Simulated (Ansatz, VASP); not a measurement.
## Two plane-wave programs on In2O3

Contents of POSCAR:

```
In2O3
1.0
    2.7813592499      1.6058185116      4.8041744946
   -2.7813592499      1.6058185116      4.8041744946
    0.0000000000     -3.2116370233      4.8041744946
In O
4 6
Direct
    0.8578524499      0.8578524499      0.8578524499
    0.3578524499      0.3578524499      0.3578524499
    0.1421475501      0.1421475501      0.1421475501
    0.6421475501      0.6421475501      0.6421475501
    0.4535314634      0.0464685366      0.7500000000
    0.0464685366      0.7500000000      0.4535314634
    0.5464685366      0.9535314634      0.2500000000
    0.2500000000      0.5464685366      0.9535314634
    0.9535314634      0.2500000000      0.5464685366
    0.7500000000      0.4535314634      0.0464685366
```

INCAR.step1

```
PREC = Accurate
ENCUT = 520
ISMEAR = 0
SIGMA = 0.01
LREAL = F
LASPH = T
NELM = 60
NBANDS = 55
GGA = PE
ALGO = Normal
EDIFF = 1E-4
LWAVE = T
LCHARG = F
```

The input INCAR.step2:

```
PREC = Accurate
ENCUT = 520
EDIFF = 1E-6
ISMEAR = 0
SIGMA = 0.01
LREAL = F
LASPH = T
NELM = 60
ALGO = Normal
ISIF = 2
LWAVE = F
LCHARG = F
METAGGA = R2SCAN
LMIXTAU = T
NBANDS = 55
ISTART = 1
```

KPOINTS

```
Automatic mesh
0
Gamma
  6 6 6
```

Input for Ansatz:

```yaml
crystal:
  lattice:
    - [2.7813592499, 1.6058185116, 4.8041744946]
    - [-2.7813592499, 1.6058185116, 4.8041744946]
    - [0.0, -3.2116370233, 4.8041744946]
  atoms:
    - { symbol: In, position: [0.8578524499, 0.8578524499, 0.8578524499] }
    - { symbol: In, position: [0.3578524499, 0.3578524499, 0.3578524499] }
    - { symbol: In, position: [0.1421475501, 0.1421475501, 0.1421475501] }
    - { symbol: In, position: [0.6421475501, 0.6421475501, 0.6421475501] }
    - { symbol: O, position: [0.4535314634, 0.0464685366, 0.75] }
    - { symbol: O, position: [0.0464685366, 0.75, 0.4535314634] }
    - { symbol: O, position: [0.5464685366, 0.9535314634, 0.25] }
    - { symbol: O, position: [0.25, 0.5464685366, 0.9535314634] }
    - { symbol: O, position: [0.9535314634, 0.25, 0.5464685366] }
    - { symbol: O, position: [0.75, 0.4535314634, 0.0464685366] }
kpoints:
  mp_grid: { grid: [6, 6, 6] }
  band_path:
    path:
      - [0.0, 0.0, 0.0]
      - [0.5, 0.5, 0.5]
      - [0.7618181098, 0.2381818902, 0.5]
      - [0.5, -0.2381818902, 0.2381818902]
      - [0.5, 0.0, 0.0]
      - [0.3690909451, -0.3690909451, 0.0]
      - [0.6309090549, 0.0, 0.3690909451]
      - [0.5, 0.0, 0.5]
      - [0.010417, 0.010417, 0.302083]
    npoints: 1
hamiltonian:
  xc: r2scan
scf:
  occupations: { method: fixed }
  n_extra_bands: 6
output:
  forces: true
  stress: true
  eigenvalues: true
```

Change from the starting cell: epitaxial_xy strain +1.0%.

Alike in both runs: task single point; functional r2SCAN; k mesh 6 × 6 × 6; no spin polarisation.

|  | VASP | Ansatz |
| --- | --- | --- |
| version | VASP 6.6.1 | Ansatz 0.2.0 |
| potentials or method | VASP PAW PBE potentials, release 64 (In_d, O) | plane waves, PAW |
| plane-wave cutoff (eV) | 520 | 500 |
| occupations | gaussian, width 0.01 eV | fixed |
| valence electrons in the cell | 88 | 88 |

```csv
,VASP,Ansatz,Ansatz less VASP
gap on the k mesh at the Fermi level (eV),1.70,1.69,-0.008
pressure (GPa),-1.2,-2.2,-1.02
"traceless stress, the component that is largest in VASP (GPa)",2.07,2.17,+0.103
rms of the force components (eV/Å),0.009,0.000,-0.0086
```

VASP's potentials were made for PBE, not for r2SCAN. Atom by atom the forces differ by 0.009 eV/Å (rms over components).
